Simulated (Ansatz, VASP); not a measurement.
# ZnCu in VASP and in Ansatz

INCAR

```
ALGO     = Fast           # electronic algorithm
EDIFF    = 1E-6           # SCF threshold, eV
ENCUT    = 520            # plane-wave cutoff, eV
GGA      = PS             # functional
ISIF     = 2              # what is computed and relaxed
ISMEAR   = 0              # smearing method
LASPH    = T              # aspherical terms in the spheres
LCHARG   = F              # write CHGCAR
LREAL    = F              # projectors in reciprocal space
LWAVE    = F              # write WAVECAR
NBANDS   = 18             # bands
NELM     = 80             # most SCF steps
PREC     = Accurate       # precision mode
SIGMA    = 0.15           # smearing width, eV
```

Contents of KPOINTS:

```
k-points
0
Gamma
  16 16 16
```

Contents of POSCAR:

```
ZnCu
1.0
    2.9891750000      0.0000000000      0.0000000000
    0.0000000000      2.9891750000      0.0000000000
    0.0000000000      0.0000000000      2.9450000000
Zn Cu
1 1
Direct
    0.5000000000      0.5000000000      0.5000000000
    0.0000000000      0.0000000000      0.0000000000
```

Input for Ansatz:

```yaml
crystal:
  lattice:
    - [2.989175, 0.0, 0.0]
    - [0.0, 2.989175, 0.0]
    - [0.0, 0.0, 2.945]
  atoms:
    - { symbol: Zn, position: [0.5, 0.5, 0.5] }
    - { symbol: Cu, position: [0.0, 0.0, 0.0] }
basis:
  ecutwfc: 420
kpoints:
  mp_grid: { grid: [16, 16, 16] }
hamiltonian:
  xc: pbesol
scf:
  occupations: { method: gaussian, width: 0.15 }
output:
  forces: true
  stress: true
  eigenvalues: true
  write_density: true
  write_potential: true
  elf: true
  volumetric_format: npy
```

Change from the starting cell: strain +0.015 along x and y, +0.000 along z, atoms carried along.

Alike in both runs: task single point; functional PBEsol; k mesh 16 × 16 × 16; occupations gaussian, width 0.15 eV; no spin polarisation.

|  | VASP | Ansatz |
| --- | --- | --- |
| version | VASP 6.6.1 | Ansatz 0.2.0 |
| potentials or method | VASP PAW PBE potentials, release 64 (Zn, Cu), cutoff 520 eV | scalar-relativistic, plane waves, PAW |
| valence electrons in the cell | 23 | 31 |

Ansatz gave:

```
gap on the k mesh at the Fermi level (eV)                     : none
pressure (GPa)                                                : -7.8
traceless stress, the component that is largest in VASP (GPa) : -0.06
```

Estimate VASP's values.

gap on the k mesh at the Fermi level (eV): none; pressure (GPa): -6.9; traceless stress, the component that is largest in VASP (GPa): -0.05.

VASP's potentials were made for PBE, not for PBEsol. A gap of «none» marks a metal or a gap that the smearing closes. VASP's potentials hold 23 valence electrons a cell and Ansatz's 31, so a difference there can come from the potentials and not from the codes.
